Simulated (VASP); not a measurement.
# CsBr (Pm-3m) in VASP: single point with PBEsol

Aim: the single point of CsBr with PBEsol.

Everything below comes from runs of VASP 6.6.1. Logs are shortened: lines on timing, memory, paths and dates and some standing lists are left out, and cuts for length are marked.

## Step 1: The cell of the first run

It takes space group Pm-3m (No. 221, cubic). The conventional cell has a = 4.329 Å, b = 4.329 Å, c = 4.329 Å, α = 90.00°, β = 90.00°, γ = 90.00°. Cs (site symmetry m-3m) has 8 Br at 3.75 Å and 6 Cs at 4.33 Å within 4.9 Å. Br (site symmetry m-3m) has 8 Cs at 3.75 Å and 6 Br at 4.33 Å within 4.9 Å.

## Step 2: Single point, PBEsol (Cl replaced by Br, lengths x 1.031, strained)

INCAR reads:

```
SYSTEM = CsBr
ALGO = Normal
EDIFF = 1E-6
ENCUT = 500
GGA = PS
GGA_COMPAT = .False.
ISIF = 2
ISMEAR = 0
LASPH = .True.
LCHARG = .True.
LELF = .True.
LREAL = .False.
LVHAR = .True.
LWAVE = .False.
NBANDS = 15
NELM = 120
PREC = Accurate
SIGMA = 0.1
```

KPOINTS reads:

```
k-points
0
Gamma
  4 4 4
  0 0 0
```

POSCAR reads:

```
CsBr
1.0
    4.3292457108      0.0000000000      0.0000000000
    0.0000000000      4.3292457108      0.0000000000
    0.0000000000      0.0000000000      4.3292457108
Cs Br
1 1
Direct
    0.0000000000      0.0000000000      0.0000000000
    0.5000000000      0.5000000000      0.5000000000
```

Potentials or basis: VASP PAW PBE potentials, release 64 (Cs_sv, Br).

Launch:

```sh
> cat potpaw_PBE.64/Cs_sv/POTCAR potpaw_PBE.64/Br/POTCAR > POTCAR
> mpirun -np 1 vasp_std > vasp.out
```

OUTCAR:

```text
SYSTEM = CsBr
   EDIFF = 1E-6
   ENCUT = 500
   GGA = PS
   ISIF = 2
   ISMEAR = 0
   LASPH = .True.
   LREAL = .False.
   NELM = 120
   PREC = Accurate

 ion  position               nearest neighbor table
   1  0.000  0.000  0.000-
   2  0.500  0.500  0.500-

  LATTYP: Found a simple cubic cell.
 ALAT       =     4.3292457108

  Lattice vectors:

 A1 = (   4.3292457108,   0.0000000000,   0.0000000000)
 A2 = (   0.0000000000,   4.3292457108,   0.0000000000)
 A3 = (   0.0000000000,   0.0000000000,   4.3292457108)

Analysis of symmetry for initial positions (statically):
=====================================================================
 Subroutine PRICEL returns:
 Original cell was already a primitive cell.

 Routine SETGRP: Setting up the symmetry group for a
 simple cubic supercell.

 Subroutine GETGRP returns: Found 48 space group operations
 (whereof 48 operations were pure point group operations)
 out of a pool of 48 trial point group operations.

The static configuration has the point symmetry O_h .

Analysis of symmetry for dynamics (positions and initial velocities):
=====================================================================
 Subroutine PRICEL returns:
 Original cell was already a primitive cell.

 Routine SETGRP: Setting up the symmetry group for a
 simple cubic supercell.

 Subroutine GETGRP returns: Found 48 space group operations
 (whereof 48 operations were pure point group operations)
 out of a pool of 48 trial point group operations.

The dynamic configuration has the point symmetry O_h .

 Subroutine INISYM returns: Found 48 space group operations
 (whereof 48 operations are pure point group operations),
 and found     1 'primitive' translations

----------------------------------------------------------------------------------------

                                     Primitive cell

  volume of cell :      81.1403

  direct lattice vectors                    reciprocal lattice vectors
     4.329245711  0.000000000  0.000000000     0.230987120  0.000000000  0.000000000
     0.000000000  4.329245711  0.000000000     0.000000000  0.230987120  0.000000000
     0.000000000  0.000000000  4.329245711     0.000000000  0.000000000  0.230987120

  length of vectors
     4.329245711  4.329245711  4.329245711     0.230987120  0.230987120  0.230987120

  position of ions in fractional coordinates (direct lattice)
     0.000000000  0.000000000  0.000000000
     0.500000000  0.500000000  0.500000000

  ion indices of the primitive-cell ions
   primitive index   ion index
                 1           1
                 2           2

----------------------------------------------------------------------------------------

 KPOINTS: k-points

Automatic generation of k-mesh.
 Grid dimensions read from file:
 generate k-points for:    4    4    4

 Generating k-lattice:

  Cartesian coordinates                     Fractional coordinates (reciprocal lattice)
     0.057746780  0.000000000  0.000000000     0.250000000  0.000000000  0.000000000
     0.000000000  0.057746780  0.000000000     0.000000000  0.250000000  0.000000000
     0.000000000  0.000000000  0.057746780     0.000000000  0.000000000  0.250000000

  Length of vectors
     0.057746780  0.057746780  0.057746780

  Shift w.r.t. Gamma in fractional coordinates (k-lattice)
     0.000000000  0.000000000  0.000000000

 Subroutine IBZKPT returns following result:
 ===========================================

 Found     10 irreducible k-points:

 Following reciprocal coordinates:
            Coordinates               Weight
  0.000000  0.000000  0.000000      1.000000
  0.250000  0.000000  0.000000      6.000000
  0.500000  0.000000  0.000000      3.000000
  0.250000  0.250000  0.000000     12.000000
  0.500000  0.250000  0.000000     12.000000
  0.500000  0.500000  0.000000      3.000000
  0.250000  0.250000  0.250000      8.000000
  0.500000  0.250000  0.250000     12.000000
  0.500000  0.500000  0.250000      6.000000
  0.500000  0.500000  0.500000      1.000000
   k-points           NKPTS =     10   k-points in BZ     NKDIM =     10   number of bands    NBANDS=     15
   number of dos      NEDOS =    301   number of ions     NIONS =      2
   total plane-waves  NPLWV =  32768
   dimension x,y,z NGX =    32 NGY =   32 NGZ =   32
   dimension x,y,z NGXF=    64 NGYF=   64 NGZF=   64
   ions per type =               1   1
   NGX,Y,Z   is equivalent  to a cutoff of  12.29, 12.29, 12.29 a.u.
   NGXF,Y,Z  is equivalent  to a cutoff of  24.58, 24.58, 24.58 a.u.
 SYSTEM =  CsBr
   PREC   = accura    normal or accurate (medium, high low for compatibility)
   ISTART =      0    job   : 0-new  1-cont  2-samecut
   ICHARG =      2    charge: 1-file 2-atom 10-const
   ISPIN  =      1    spin polarized calculation?
   LNONCOLLINEAR =      F non collinear calculations
   LSORBIT =      F    spin-orbit coupling
   LASPH  =      T    aspherical Exc in radial PAW
   ENCUT  =  500.0 eV  36.75 Ry    6.06 a.u.   7.89  7.89  7.89*2*pi/ulx,y,z
   NELM   =    120;   NELMIN=  2; NELMDL= -5     # of ELM steps
   EDIFF  = 0.1E-05   stopping-criterion for ELM
   LREAL  =      F    real-space projection
   EDIFFG = 0.1E-04   stopping-criterion for IOM
   NSW    =      0    number of steps for IOM
   IBRION =     -1    ionic relax: 0-MD 1-quasi-New 2-CG
   NFREE  =      0    steps in history (QN), initial steepest desc. (CG)
   ISIF   =      2    stress and relaxation
   ISYM   =      2    0-nonsym 1-usesym 2-fastsym
   POTIM  = 0.5000    time-step for ionic-motion
   TEBEG  =    0.0;   TEEND  =   0.0 temperature during run
   PSTRESS=    0.0 pullay stress
   NELECT =      16.0000    total number of electrons
   NUPDOWN=      -1.0000    fix difference up-down
   EMIN   =  10.00;   EMAX   =-10.00  energy-range for DOS
   EFERMI =   0.00;   METHOD = LEGACY
   ISMEAR =     0;   SIGMA  =   0.10  broadening in eV -4-tet -1-fermi 0-gaus
   EFERMI_NEDOS =   21; number of points for ismear=-14 and -15
   IALGO  =     38    algorithm
   IMIX   =      4    mixing-type and parameters
     AMIX     =   0.40;   BMIX     =  1.00
     AMIX_MAG =   1.60;   BMIX_MAG =  1.00
  volume/ion in A,a.u.               =      40.57       273.78
  Fermi-wavevector in a.u.,A,eV,Ry     =   0.952875  1.800673 12.353692  0.907971
  Thomas-Fermi vector in A             =   2.081478
   LORBIT       =      0    0 simple, 1 ext, 2 COOP (PROOUT), +10 PAW based schemes
   GGA     = PS    functional components
   LHFCALC =     F    Hartree Fock is set to
   AEXX    =    0.0000 exact exchange contribution
   IVDW    =     0    specifies the selected vdW correction
   LEPSILON=     F    determine dielectric tensor
   LRPA    =     F    only Hartree local field effects (RPA)
 non-spin polarized calculation
 Gauss-broadening in eV      SIGMA  =   0.10
  energy-cutoff  :      500.00
  volume of cell :       81.14
 maximum number of plane-waves:      2103
 NGX is ok and might be reduce to    32
   NGX = 15   NGY = 15   NGZ = 15

 number of electron      16.0000002 magnetization

 Free energy of the ion-electron system (eV)
  ---------------------------------------------------
  ext. energy  EPLUGINS =         0.00000000
  ---------------------------------------------------
  free energy    TOTEN  =        -6.33488228 eV

  energy without entropy =       -6.33488228  energy(sigma->0) =       -6.33488228

 E-fermi :  -0.0893     XC(G=0):  -8.1404

 val. band max:       -0.5513325138   @ k =   0.5000   0.5000   0.0000
 cond. band min:       3.6602397364   @ k =   0.0000   0.0000   0.0000
 fundamental gap:      4.2115722502
 Fermi energy:        -0.0893386417

 k-point     1 :       0.0000    0.0000    0.0000
  band No.  band energies     occupation
      1     -20.3528      2.00000
      2     -12.9017      2.00000
      3      -6.9398      2.00000
      4      -6.9398      2.00000
      5      -6.9398      2.00000
      6      -0.5621      2.00000
      7      -0.5621      2.00000
      8      -0.5621      2.00000
      9       3.6602      0.00000
     10       4.2779      0.00000
     11       4.2779      0.00000
     12       8.4527      0.00000
     13       8.4527      0.00000
     14       8.4527      0.00000
     15      11.3665      0.00000

 k-point     2 :       0.2500    0.0000    0.0000
  band No.  band energies     occupation
      1     -20.3289      2.00000
      2     -12.9062      2.00000
      3      -7.1377      2.00000
      4      -6.8914      2.00000
      5      -6.8914      2.00000
      6      -1.3046      2.00000
      7      -0.6566      2.00000
      8      -0.6566      2.00000
      9       4.6601      0.00000
     10       4.9472      0.00000
     11       5.4909      0.00000
     12       8.1982      0.00000
     13       8.1982      0.00000
     14       8.7480      0.00000
     15       9.1267      0.00000

 k-point     3 :       0.5000    0.0000    0.0000
  band No.  band energies     occupation
      1     -20.3048      2.00000
      2     -12.9127      2.00000
      3      -7.3125      2.00000
      4      -6.8416      2.00000
      5      -6.8416      2.00000
      6      -1.8611      2.00000
      7      -0.7555      2.00000
      8      -0.7555      2.00000
      9       5.2766      0.00000
     10       6.5054      0.00000
     11       6.8762      0.00000
     12       7.6257      0.00000
     13       8.1718      0.00000
     14       8.1718      0.00000
     15       9.1540      0.00000

 k-point     4 :       0.2500    0.2500    0.0000
  band No.  band energies     occupation
      1     -20.3067      2.00000
      2     -12.8824      2.00000
      3      -7.2291      2.00000
      4      -7.0916      2.00000
      5      -6.8517      2.00000
      6      -1.3264      2.00000
      7      -0.9028      2.00000
      8      -0.6546      2.00000
      9       5.0519      0.00000
     10       5.3713      0.00000
     11       6.2811      0.00000
     12       7.3129      0.00000
     13       7.8481      0.00000
     14       8.4326      0.00000
     15       9.5691      0.00000

 k-point     5 :       0.5000    0.2500    0.0000
  band No.  band energies     occupation
      1     -20.2842      2.00000
      2     -12.8593      2.00000
      3      -7.4009      2.00000
      4      -7.1895      2.00000
      5      -6.8110      2.00000
      6      -1.4877      2.00000
      7      -0.9695      2.00000
      8      -0.6570      2.00000
      9       5.1540      0.00000
     10       5.5673      0.00000
     11       7.1659      0.00000
     12       7.2491      0.00000
     13       7.3688      0.00000
     14       8.7165      0.00000
     15       9.9336      0.00000

 k-point     6 :       0.5000    0.5000    0.0000
  band No.  band energies     occupation
      1     -20.2633      2.00000
      2     -12.8039      2.00000
      3      -7.4947      2.00000
      4      -7.4947      2.00000
      5      -6.7800      2.00000
      6      -1.1340      2.00000
      7      -1.1340      2.00000
      8      -0.5513      2.00000
      9       4.5664      0.00000
     10       4.7994      0.00000
     11       6.5753      0.00000
     12       6.5753      0.00000
     13      10.1803      0.00000
     14      10.1803      0.00000
     15      10.4539      0.00000

 k-point     7 :       0.2500    0.2500    0.2500
  band No.  band energies     occupation
      1     -20.2855      2.00000
      2     -12.8486      2.00000
      3      -7.1625      2.00000
      4      -7.1625      2.00000
      5      -7.1057      2.00000
      6      -1.0965      2.00000
      7      -1.0836      2.00000
      8      -1.0836      2.00000
      9       6.1135      0.00000
     10       6.3413      0.00000
     11       6.3413      0.00000
     12       6.8105      0.00000
     13       7.2373      0.00000
     14       7.2373      0.00000
     15      11.5132      0.00000

 k-point     8 :       0.5000    0.2500    0.2500
  band No.  band energies     occupation
      1     -20.2641      2.00000
      2     -12.8145      2.00000
      3      -7.4040      2.00000
      4      -7.1624      2.00000
      5      -7.0927      2.00000
      6      -1.4294      2.00000
      7      -1.2676      2.00000
      8      -0.8803      2.00000
      9       5.8537      0.00000
     10       6.0775      0.00000
     11       6.4181      0.00000
     12       7.3177      0.00000
     13       7.8831      0.00000
     14       8.7227      0.00000
     15      10.7924      0.00000

 k-point     9 :       0.5000    0.5000    0.2500
  band No.  band energies     occupation
      1     -20.2439      2.00000
      2     -12.7683      2.00000
      3      -7.4119      2.00000
      4      -7.4119      2.00000
      5      -7.0640      2.00000
      6      -1.4188      2.00000
      7      -1.4188      2.00000
      8      -1.1966      2.00000
      9       5.9677      0.00000
     10       6.1392      0.00000
     11       6.8762      0.00000
     12       6.8762      0.00000
     13       9.4280      0.00000
     14       9.4280      0.00000
     15      10.5499      0.00000

 k-point    10 :       0.5000    0.5000    0.5000
  band No.  band energies     occupation
      1     -20.2242      2.00000
      2     -12.7320      2.00000
      3      -7.3239      2.00000
      4      -7.3239      2.00000
      5      -7.3239      2.00000
      6      -1.6969      2.00000
      7      -1.6969      2.00000
      8      -1.6969      2.00000
      9       7.5679      0.00000
     10       7.5679      0.00000
     11       7.5679      0.00000
     12       8.3334      0.00000
     13       8.3334      0.00000
     14       8.3334      0.00000
     15      10.6529      0.00000

------------------------ aborting loop because EDIFF is reached ----------------------------------------

  FORCE on cell =-STRESS in cart. coord.  units (eV):
  Direction    XX          YY          ZZ          XY          YZ          ZX
  --------------------------------------------------------------------------------------
  -------------------------------------------------------------------------------------
  Total       -0.3878224     -0.3878224     -0.3878224     -0.0000000     -0.0000000      0.0000000
  in kB       -7.6578488     -7.6578488     -7.6578488     -0.0000000     -0.0000000      0.0000000
  external PRESSURE =      -7.6578488 kB  Pullay stress =       0.0000000 kB

 VOLUME and BASIS-vectors are now :
 -----------------------------------------------------------------------------
  energy-cutoff  :      500.00
  volume of cell :       81.14
      direct lattice vectors                 reciprocal lattice vectors
     4.329245711  0.000000000  0.000000000     0.230987120  0.000000000  0.000000000
     0.000000000  4.329245711  0.000000000     0.000000000  0.230987120  0.000000000
     0.000000000  0.000000000  4.329245711     0.000000000  0.000000000  0.230987120

 POSITION                                       TOTAL-FORCE (eV/Angst)
 -----------------------------------------------------------------------------------
      0.00000      0.00000      0.00000         0.000000      0.000000      0.000000
      2.16462      2.16462      2.16462         0.000000      0.000000      0.000000
 -----------------------------------------------------------------------------------
    total drift:                                0.000000      0.000000     -0.000000

  FREE ENERGIE OF THE ION-ELECTRON SYSTEM (eV)
  ---------------------------------------------------
  free  energy   TOTEN  =        -6.3348822778 eV

  energy  without entropy=       -6.3348822778  energy(sigma->0) =       -6.33488228
```

It took 8 s on 1 thread of Intel Xeon Platinum 8559C (Emerald Rapids), shared host; peak memory 0.17 GiB.

What came out:

```yaml
Free_energy: -6.3349 eV
Pressure: -0.8 GPa
Band_gap_on_the_k_mesh: 4.21 eV (least direct gap 4.22 eV)
```

Levels at points of the mesh, in eV from the valence-band top:
```csv
k point,band 6,band 7,band 8,band 9,band 10,band 11
"(0.00, 0.00, 0.00)",-0.01,-0.01,-0.01,4.21,4.83,4.83
"(0.50, 0.00, 0.00)",-1.31,-0.20,-0.20,5.83,7.06,7.43
"(0.50, 0.50, 0.00)",-0.58,-0.58,0.00,5.12,5.35,7.13
"(0.50, 0.50, 0.50)",-1.15,-1.15,-1.15,8.12,8.12,8.12
```

Caveat: the cell differs from its parent crystal (Cl replaced by Br, lengths x 1.031, strained); the PAW data sets were made with another functional, which shifts forces and pressure a little; spin-orbit coupling is left out, which moves the levels of the heavy elements. A k mesh can miss the band edges.
